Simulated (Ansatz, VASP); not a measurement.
# ZnO: VASP beside Ansatz

```
Zn O
1.0
     3.24940    0.00000    0.00000
    -1.62470    2.81406    0.00000
     0.00000    0.00000    5.09972
Zn O
2 2
Direct
  0.33333 0.66667 0.00000
  0.66667 0.33333 0.50000
  0.33333 0.66667 0.38210
  0.66667 0.33333 0.88210
```

Change from the starting cell: zz strain of -2 %, PAW files.

Alike in both runs: task electric field gradients; functional LDA; k mesh 11 × 11 × 6; occupations fermi-dirac, width 0.02 eV; no spin polarisation.

|  | VASP | Ansatz |
| --- | --- | --- |
| version | VASP 6.6.1 | Ansatz 0.2.0 |
| potentials or method | VASP PAW LDA potentials, release 64 (Zn, O) | PAW with Ansatz's default frozen-core files, scalar-relativistic |
| plane-wave cutoff (eV) | 520 | 420 |
| valence electrons in the cell | 36 | 36 |

Ansatz gave:

```
gap on the k mesh at the Fermi level (eV)                     : 0.79
pressure (GPa)                                                : -4.3
traceless stress, the component that is largest in VASP (GPa) : 3.45
rms of the force components (eV/Å)                            : 0.077
size of Vzz on the site where it differs most (V/Å²)          : 1.6
```

What did VASP give for the same quantities?

gap on the k mesh at the Fermi level (eV): 0.80; pressure (GPa): -3.1; traceless stress, the component that is largest in VASP (GPa): 3.56; rms of the force components (eV/Å): 0.085; size of Vzz on the site where it differs most (V/Å²): 2.1.

LDA's correlation is that of Perdew and Zunger in VASP and of Perdew and Wang (1992) in Ansatz. Atom by atom the forces differ by 0.008 eV/Å (rms over components).
